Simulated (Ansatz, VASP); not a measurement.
## MgCd3S4: VASP beside Ansatz

```
CELL_PARAMETERS angstrom
3.84434 0.00000 0.00000
0.00000 3.84434 0.00000
0.00000 0.00000 10.89348
ATOMIC_POSITIONS crystal
Mg 0.00000 0.00000 0.50000
Cd 0.00000 0.00000 0.00000
Cd 0.50000 0.50000 0.25264
Cd 0.50000 0.50000 0.74736
S 0.00000 0.00000 0.25627
S 0.50000 0.50000 0.50000
S 0.00000 0.00000 0.74373
S 0.50000 0.50000 0.00000
```

Alike in both runs: functional PBE; k mesh 10 × 10 × 4; no spin polarisation.

Ansatz relaxed the structure, and its values are those at the end. VASP's run is a single point on that final structure, the one shown.

```csv
,VASP,Ansatz
version,VASP 6.6.1,Ansatz 0.2.0
potentials or method,"VASP PAW PBE potentials, release 64 (Mg, Cd, S), cutoff 520 eV","scalar-relativistic, plane waves, PAW"
occupations,"gaussian, width 0.01 eV",fixed
valence electrons in the cell,62,94
```

VASP gave:

```
gap on the k mesh at the Fermi level (eV) : 0.25
least direct gap on the mesh (eV)         : 1.14
pressure (GPa)                            : 0.3
rms of the force components (eV/Å)        : 0.007
```

Q: Which values does Ansatz return?

A: gap on the k mesh at the Fermi level (eV): 0.25; least direct gap on the mesh (eV): 1.16; pressure (GPa): 0.0; rms of the force components (eV/Å): 0.000.

VASP's potentials hold 62 valence electrons a cell and Ansatz's 94, so a difference there can come from the potentials and not from the codes.
